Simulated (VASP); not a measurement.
# CsZn (CsCl type) (Pm-3m) in VASP: further runs

CsZn (CsCl type) is run at these levels: PBE; tasks: electric field gradients, density of states.

Everything below comes from runs of VASP 6.6.1. Logs are shortened: lines on timing, memory, paths and dates and some standing lists are left out, and cuts for length are marked.

## 1. The cell of the first run

The structure is cubic, space group Pm-3m (No. 221). Conventional cell: a = 4.586 Å, b = 4.586 Å, c = 4.586 Å, α = 90.00°, β = 90.00°, γ = 90.00°. Cs (site symmetry m-3m) has 8 Zn at 3.97 Å and 6 Cs at 4.59 Å within 5.2 Å. Within 5.2 Å of Zn (site symmetry m-3m) lie 8 Cs at 3.97 Å and 6 Zn at 4.59 Å.

## 2. Electric field gradients, PBE

Input file INCAR:

```
SYSTEM = CsZn
  PREC = Accurate
  ENCUT = 520
  EDIFF = 1E-8
  ISMEAR = -1
  SIGMA = 0.05
  LREAL = .False.
  LASPH = .True.
  NELM = 100
  ALGO = Normal
  ISIF = 2
  LWAVE = .False.
  LCHARG = .False.
  GGA = PE
  LEFG = .True.
  NBANDS = 18
```

Input file KPOINTS:

```
regular mesh
0
Gamma
  8 8 8
  0 0 0
```

Input file POSCAR:

```
CsZn
1.0
    4.5860445664      0.0000000000      0.0000000000
    0.0000000000      4.5860445664      0.0000000000
    0.0000000000      0.0000000000      4.5860445664
Cs Zn
1 1
Direct
    0.0000000000      0.0000000000      0.0000000000
    0.5000000000      0.5000000000      0.5000000000
```

Potentials or basis: VASP PAW PBE potentials, release 64 (Cs_sv, Zn).

Launch:

```
cat potpaw_PBE.64/Cs_sv/POTCAR potpaw_PBE.64/Zn/POTCAR > POTCAR
mpirun -np 1 vasp_std > vasp.out
```

OUTCAR:

```text
SYSTEM = CsZn
   PREC = Accurate
   ENCUT = 520
   EDIFF = 1E-8
   ISMEAR = -1
   LREAL = .False.
   LASPH = .True.
   NELM = 100
   ISIF = 2
   GGA = PE

 ion  position               nearest neighbor table
   1  0.000  0.000  0.000-
   2  0.500  0.500  0.500-

  LATTYP: Found a simple cubic cell.
 ALAT       =     4.5860445664

  Lattice vectors:

 A1 = (   4.5860445664,   0.0000000000,   0.0000000000)
 A2 = (   0.0000000000,   4.5860445664,   0.0000000000)
 A3 = (   0.0000000000,   0.0000000000,   4.5860445664)

Analysis of symmetry for initial positions (statically):
=====================================================================
 Subroutine PRICEL returns:
 Original cell was already a primitive cell.

 Routine SETGRP: Setting up the symmetry group for a
 simple cubic supercell.

 Subroutine GETGRP returns: Found 48 space group operations
 (whereof 48 operations were pure point group operations)
 out of a pool of 48 trial point group operations.

The static configuration has the point symmetry O_h .

Analysis of symmetry for dynamics (positions and initial velocities):
=====================================================================
 Subroutine PRICEL returns:
 Original cell was already a primitive cell.

 Routine SETGRP: Setting up the symmetry group for a
 simple cubic supercell.

 Subroutine GETGRP returns: Found 48 space group operations
 (whereof 48 operations were pure point group operations)
 out of a pool of 48 trial point group operations.

The dynamic configuration has the point symmetry O_h .

 Subroutine INISYM returns: Found 48 space group operations
 (whereof 48 operations are pure point group operations),
 and found     1 'primitive' translations

----------------------------------------------------------------------------------------

                                     Primitive cell

  volume of cell :      96.4528

  direct lattice vectors                    reciprocal lattice vectors
     4.586044566  0.000000000  0.000000000     0.218052831  0.000000000  0.000000000
     0.000000000  4.586044566  0.000000000     0.000000000  0.218052831  0.000000000
     0.000000000  0.000000000  4.586044566     0.000000000  0.000000000  0.218052831

  length of vectors
     4.586044566  4.586044566  4.586044566     0.218052831  0.218052831  0.218052831

  position of ions in fractional coordinates (direct lattice)
     0.000000000  0.000000000  0.000000000
     0.500000000  0.500000000  0.500000000

  ion indices of the primitive-cell ions
   primitive index   ion index
                 1           1
                 2           2

----------------------------------------------------------------------------------------

 KPOINTS: regular mesh

Automatic generation of k-mesh.
 Grid dimensions read from file:
 generate k-points for:    8    8    8

 Generating k-lattice:

  Cartesian coordinates                     Fractional coordinates (reciprocal lattice)
     0.027256604  0.000000000  0.000000000     0.125000000  0.000000000  0.000000000
     0.000000000  0.027256604  0.000000000     0.000000000  0.125000000  0.000000000
     0.000000000  0.000000000  0.027256604     0.000000000  0.000000000  0.125000000

  Length of vectors
     0.027256604  0.027256604  0.027256604

  Shift w.r.t. Gamma in fractional coordinates (k-lattice)
     0.000000000  0.000000000  0.000000000

 Subroutine IBZKPT returns following result:
 ===========================================

 Found     35 irreducible k-points:

 Following reciprocal coordinates:
            Coordinates               Weight
  0.000000  0.000000  0.000000      1.000000
  0.125000  0.000000  0.000000      6.000000
  0.250000  0.000000  0.000000      6.000000
  0.375000  0.000000  0.000000      6.000000
  0.500000  0.000000  0.000000      3.000000
  0.125000  0.125000  0.000000     12.000000
[... 16 lines left out ...]
  0.375000  0.375000  0.125000     24.000000
  0.500000  0.375000  0.125000     24.000000
 [... further k-points ...]
   k-points           NKPTS =     35   k-points in BZ     NKDIM =     35   number of bands    NBANDS=     18
   number of dos      NEDOS =    301   number of ions     NIONS =      2
   total plane-waves  NPLWV =  46656
   dimension x,y,z NGX =    36 NGY =   36 NGZ =   36
   dimension x,y,z NGXF=    72 NGYF=   72 NGZF=   72
   ions per type =               1   1
   NGX,Y,Z   is equivalent  to a cutoff of  13.05, 13.05, 13.05 a.u.
   NGXF,Y,Z  is equivalent  to a cutoff of  26.10, 26.10, 26.10 a.u.
 SYSTEM =  CsZn
   PREC   = accura    normal or accurate (medium, high low for compatibility)
   ISTART =      0    job   : 0-new  1-cont  2-samecut
   ICHARG =      2    charge: 1-file 2-atom 10-const
   ISPIN  =      1    spin polarized calculation?
   LNONCOLLINEAR =      F non collinear calculations
   LSORBIT =      F    spin-orbit coupling
   LASPH  =      T    aspherical Exc in radial PAW
   ENCUT  =  520.0 eV  38.22 Ry    6.18 a.u.   8.53  8.53  8.53*2*pi/ulx,y,z
   NELM   =    100;   NELMIN=  2; NELMDL= -5     # of ELM steps
   EDIFF  = 0.1E-07   stopping-criterion for ELM
   LREAL  =      F    real-space projection
   EDIFFG = 0.1E-06   stopping-criterion for IOM
   NSW    =      0    number of steps for IOM
   IBRION =     -1    ionic relax: 0-MD 1-quasi-New 2-CG
   NFREE  =      0    steps in history (QN), initial steepest desc. (CG)
   ISIF   =      2    stress and relaxation
   ISYM   =      2    0-nonsym 1-usesym 2-fastsym
   POTIM  = 0.5000    time-step for ionic-motion
   TEBEG  =    0.0;   TEEND  =   0.0 temperature during run
   PSTRESS=    0.0 pullay stress
   NELECT =      21.0000    total number of electrons
   NUPDOWN=      -1.0000    fix difference up-down
   EMIN   =  10.00;   EMAX   =-10.00  energy-range for DOS
   EFERMI =   0.00;   METHOD = LEGACY
   ISMEAR =    -1;   SIGMA  =   0.05  broadening in eV -4-tet -1-fermi 0-gaus
   EFERMI_NEDOS =   21; number of points for ismear=-14 and -15
   IALGO  =     38    algorithm
   IMIX   =      4    mixing-type and parameters
     AMIX     =   0.40;   BMIX     =  1.00
     AMIX_MAG =   1.60;   BMIX_MAG =  1.00
  volume/ion in A,a.u.               =      48.23       325.45
  Fermi-wavevector in a.u.,A,eV,Ry     =   0.984864  1.861123 13.197071  0.969957
  Thomas-Fermi vector in A             =   2.116129
   LORBIT       =      0    0 simple, 1 ext, 2 COOP (PROOUT), +10 PAW based schemes
   GGA     = PE    functional components
   LHFCALC =     F    Hartree Fock is set to
   AEXX    =    0.0000 exact exchange contribution
   IVDW    =     0    specifies the selected vdW correction
   LEPSILON=     F    determine dielectric tensor
   LRPA    =     F    only Hartree local field effects (RPA)
 non-spin polarized calculation
  energy-cutoff  :      520.00
  volume of cell :       96.45
 maximum number of plane-waves:      2624
 NGX is ok and might be reduce to    36
   NGX = 17   NGY = 17   NGZ = 17

 number of electron      20.9999999 magnetization

 Free energy of the ion-electron system (eV)
  ---------------------------------------------------
  ext. energy  EPLUGINS =         0.00000000
  ---------------------------------------------------
  free energy    TOTEN  =        -1.50225986 eV

  energy without entropy =       -1.48523738  energy(sigma->0) =       -1.49374862

 E-fermi :   1.3484     XC(G=0):  -7.3874

 val. band max:        1.3236038150   @ k =   0.3750   0.3750   0.3750
 cond. band min:       1.3966288993   @ k =   0.5000   0.3750   0.2500
 fundamental gap:      0.0730250844
 Fermi energy:         1.3483668634

 k-point     1 :       0.0000    0.0000    0.0000
  band No.  band energies     occupation
      1     -21.8224      2.00000
      2      -8.5098      2.00000
      3      -8.5098      2.00000
      4      -8.5098      2.00000
      5      -6.0424      2.00000
      6      -6.0424      2.00000
[... 10 lines left out ...]
     17       6.7257      0.00000
     18       6.7257      0.00000

 k-point     2 :       0.1250    0.0000    0.0000
  band No.  band energies     occupation
      1     -21.8192      2.00000
      2      -8.5795      2.00000
      3      -8.5046      2.00000
      4      -8.5046      2.00000
      5      -6.0419      2.00000
      6      -6.0377      2.00000
[... 10 lines left out ...]
     17       6.7692      0.00000
     18       6.8784      0.00000
[... 442 lines left out ...]
 k-point    24 :       0.5000    0.3750    0.1250
  band No.  band energies     occupation
      1     -21.7796      2.00000
      2      -8.8520      2.00000
      3      -8.7868      2.00000
      4      -8.4930      2.00000
      5      -6.0350      2.00000
      6      -6.0269      2.00000
[... 10 lines left out ...]
     17       7.1234      0.00000
     18       7.5559      0.00000

 [... further k-points ...]

------------------------ aborting loop because EDIFF is reached ----------------------------------------

  FORCE on cell =-STRESS in cart. coord.  units (eV):
  Direction    XX          YY          ZZ          XY          YZ          ZX
  --------------------------------------------------------------------------------------
  -------------------------------------------------------------------------------------
  Total       -0.0196223     -0.0196223     -0.0196223      0.0000000      0.0000000     -0.0000000
  in kB       -0.3259457     -0.3259457     -0.3259457      0.0000000      0.0000000     -0.0000000
  external PRESSURE =      -0.3259457 kB  Pullay stress =       0.0000000 kB

 VOLUME and BASIS-vectors are now :
 -----------------------------------------------------------------------------
  energy-cutoff  :      520.00
  volume of cell :       96.45
      direct lattice vectors                 reciprocal lattice vectors
     4.586044566  0.000000000  0.000000000     0.218052831  0.000000000  0.000000000
     0.000000000  4.586044566  0.000000000     0.000000000  0.218052831  0.000000000
     0.000000000  0.000000000  4.586044566     0.000000000  0.000000000  0.218052831

 POSITION                                       TOTAL-FORCE (eV/Angst)
 -----------------------------------------------------------------------------------
      0.00000      0.00000      0.00000         0.000000      0.000000      0.000000
      2.29302      2.29302      2.29302         0.000000      0.000000      0.000000
 -----------------------------------------------------------------------------------
    total drift:                                0.000000      0.000000      0.000000

  FREE ENERGIE OF THE ION-ELECTRON SYSTEM (eV)
  ---------------------------------------------------
  free  energy   TOTEN  =        -1.5022598570 eV

  energy  without entropy=       -1.4852373789  energy(sigma->0) =       -1.49374862

 Electric field gradients (V/A^2)
---------------------------------------------------------------------
 ion       V_xx      V_yy      V_zz      V_xy      V_xz      V_yz
---------------------------------------------------------------------
   1      -0.000    -0.000     0.000    -0.000     0.000     0.000
   2       0.000     0.000     0.000    -0.000    -0.000    -0.000
---------------------------------------------------------------------

 Electric field gradients after diagonalization (V/A^2)
 (convention: |V_zz| > |V_xx| > |V_yy|)
----------------------------------------------------------------------
 ion       V_xx      V_yy      V_zz     asymmetry (V_yy - V_xx)/ V_zz
----------------------------------------------------------------------
   1      -0.000     0.000    -0.000      -1.505
   2       0.000     0.000     0.000      -0.435
----------------------------------------------------------------------

           NMR quadrupolar parameters

 Cq : quadrupolar parameter    Cq=e*Q*V_zz/h
 eta: asymmetry parameters     (V_yy - V_xx)/ V_zz
 Q  : nuclear electric quadrupole moment in mb (millibarn)
----------------------------------------------------------------------
 ion       Cq(MHz)       eta       Q (mb)
----------------------------------------------------------------------
   1      -0.000      -1.505       1.000
   2       0.000      -0.435       1.000
----------------------------------------------------------------------
```

Run time: 70 s. Hardware: 1 thread of Intel Xeon 8259CL, shared host; peak memory 0.24 GiB.

Results:

```
Free energy : -1.5023 eV
Pressure    : 0.0 GPa
```

Caveat: without QUAD_EFG the Cq values of the log hold for a quadrupole moment of 1 mb, not for the nuclei; spin-orbit coupling is left out, which moves the levels of the heavy elements.

## 3. Density of states, PBE

POSCAR is that of step 2.

Input file INCAR.step1:

```
PREC     = Accurate       # precision mode
ENCUT    = 520            # plane-wave cutoff, eV
EDIFF    = 1E-7           # SCF threshold, eV
ISMEAR   = -1             # smearing method
SIGMA    = 0.05           # smearing width, eV
LREAL    = False          # projectors in reciprocal space
LASPH    = True           # aspherical terms in the spheres
NELM     = 100            # most SCF steps
ALGO     = Normal         # electronic algorithm
ISIF     = 2              # what is computed and relaxed
LWAVE    = False          # write WAVECAR
LCHARG   = True           # write CHGCAR
GGA      = PE             # functional
NBANDS   = 18             # bands
```

Input file KPOINTS.step1:

```
regular mesh
0
Gamma
  8 8 8
```

Input file INCAR.step2:

```
PREC     = Accurate       # precision mode
ENCUT    = 520            # plane-wave cutoff, eV
EDIFF    = 1E-7           # SCF threshold, eV
ISMEAR   = -5             # smearing method
SIGMA    = 0.05           # smearing width, eV
LREAL    = False          # projectors in reciprocal space
LASPH    = True           # aspherical terms in the spheres
NELM     = 100            # most SCF steps
ALGO     = Normal         # electronic algorithm
ISIF     = 2              # what is computed and relaxed
LWAVE    = False          # write WAVECAR
LCHARG   = False          # write CHGCAR
GGA      = PE             # functional
LORBIT   = 11             # projections on sites
NBANDS   = 18             # bands
NEDOS    = 2001           # points of the DOS
ICHARG   = 11             # starting density
```

Input file KPOINTS.step2:

```
regular mesh
0
Gamma
  12 12 12
```

Potentials or basis: VASP PAW PBE potentials, release 64 (Cs_sv, Zn).

Launch:

```
cat potpaw_PBE.64/Cs_sv/POTCAR potpaw_PBE.64/Zn/POTCAR > POTCAR
cp INCAR.step1 INCAR
cp KPOINTS.step1 KPOINTS
mpirun -np 1 vasp_std > vasp.out
cp INCAR.step2 INCAR
cp KPOINTS.step2 KPOINTS
mpirun -np 1 vasp_std > vasp.out
```

OUTCAR:

```text
PREC = Accurate
   ENCUT = 520
   EDIFF = 1E-7
   ISMEAR = -5
   LREAL = False
   LASPH = True
   NELM = 100
   ISIF = 2
   GGA = PE
   LORBIT = 11
   ICHARG = 11

 ion  position               nearest neighbor table
   1  0.000  0.000  0.000-
   2  0.500  0.500  0.500-

  LATTYP: Found a simple cubic cell.
 ALAT       =     4.5860445664

  Lattice vectors:

 A1 = (   4.5860445664,   0.0000000000,   0.0000000000)
 A2 = (   0.0000000000,   4.5860445664,   0.0000000000)
 A3 = (   0.0000000000,   0.0000000000,   4.5860445664)

Analysis of symmetry for initial positions (statically):
=====================================================================
 Subroutine PRICEL returns:
 Original cell was already a primitive cell.

 Routine SETGRP: Setting up the symmetry group for a
 simple cubic supercell.

 Subroutine GETGRP returns: Found 48 space group operations
 (whereof 48 operations were pure point group operations)
 out of a pool of 48 trial point group operations.

[... 167 lines left out ...]
 cond. band min:       1.3505707402   @ k =   0.4167   0.2500   0.2500
 fundamental gap:      0.0060856623
 Fermi energy:         1.3556934618

 k-point     1 :       0.0000    0.0000    0.0000
  band No.  band energies     occupation
      1     -21.8223      2.00000
      2      -8.5098      2.00000
      3      -8.5098      2.00000
      4      -8.5098      2.00000
      5      -6.0426      2.00000
      6      -6.0426      2.00000
[... 481 lines left out ...]
      5      -6.0331      2.00000
      6      -6.0300      2.00000
[... 10 lines left out ...]
     17       6.5355      0.00000
     18       6.9562      0.00000

 [... further k-points ...]

------------------------ aborting loop because EDIFF is reached ----------------------------------------

  FORCE on cell =-STRESS in cart. coord.  units (eV):
  Direction    XX          YY          ZZ          XY          YZ          ZX
  --------------------------------------------------------------------------------------
  -------------------------------------------------------------------------------------
  Total        0.0151246      0.0151246      0.0151246     -0.0000000      0.0000000     -0.0000000
  in kB        0.2512346      0.2512346      0.2512346     -0.0000000      0.0000000     -0.0000000
  external PRESSURE =       0.2512346 kB  Pullay stress =       0.0000000 kB

 VOLUME and BASIS-vectors are now :
 -----------------------------------------------------------------------------
  energy-cutoff  :      520.00
  volume of cell :       96.45
      direct lattice vectors                 reciprocal lattice vectors
     4.586044566  0.000000000  0.000000000     0.218052831  0.000000000  0.000000000
     0.000000000  4.586044566  0.000000000     0.000000000  0.218052831  0.000000000
     0.000000000  0.000000000  4.586044566     0.000000000  0.000000000  0.218052831

 POSITION                                       TOTAL-FORCE (eV/Angst)
 -----------------------------------------------------------------------------------
      0.00000      0.00000      0.00000         0.000000      0.000000      0.000000
      2.29302      2.29302      2.29302         0.000000      0.000000      0.000000
 -----------------------------------------------------------------------------------
    total drift:                                0.000000      0.000000      0.000000

  FREE ENERGIE OF THE ION-ELECTRON SYSTEM (eV)
  ---------------------------------------------------
  free  energy   TOTEN  =        -1.4831710823 eV

  energy  without entropy=       -1.4831710823  energy(sigma->0) =       -1.48317108

 total charge

# of ion       s       p       d       tot
------------------------------------------
    1        1.848   4.668   0.041   6.557
    2        0.785   0.114   9.723  10.622
--------------------------------------------------
tot          2.633   4.782   9.764  17.180
```

It took 2.7 min on 1 thread of Intel Xeon 8259CL, shared host; peak memory 0.29 GiB.

Results:

```yaml
Valence_electrons_inside_the_program's_atomic_spheres: Cs 6.56; Zn 10.62
```

Levels at points of the mesh, in eV from the Fermi level:
```csv
k point,band 8,band 9,band 10,band 11,band 12,band 13
"(0.00, 0.00, 0.00)",-7.38,-7.38,-4.67,1.63,1.63,2.89
"(0.50, 0.00, 0.00)",-7.37,-7.37,-3.48,-1.12,1.97,1.97
"(0.50, 0.50, 0.00)",-7.38,-7.36,-3.57,0.67,0.67,1.71
"(0.50, 0.50, 0.50)",-7.36,-7.36,-2.71,-0.36,-0.36,-0.36
```

Caveat: spin-orbit coupling is left out, which moves the levels of the heavy elements; tetrahedron occupations give inexact forces and stress in metals.
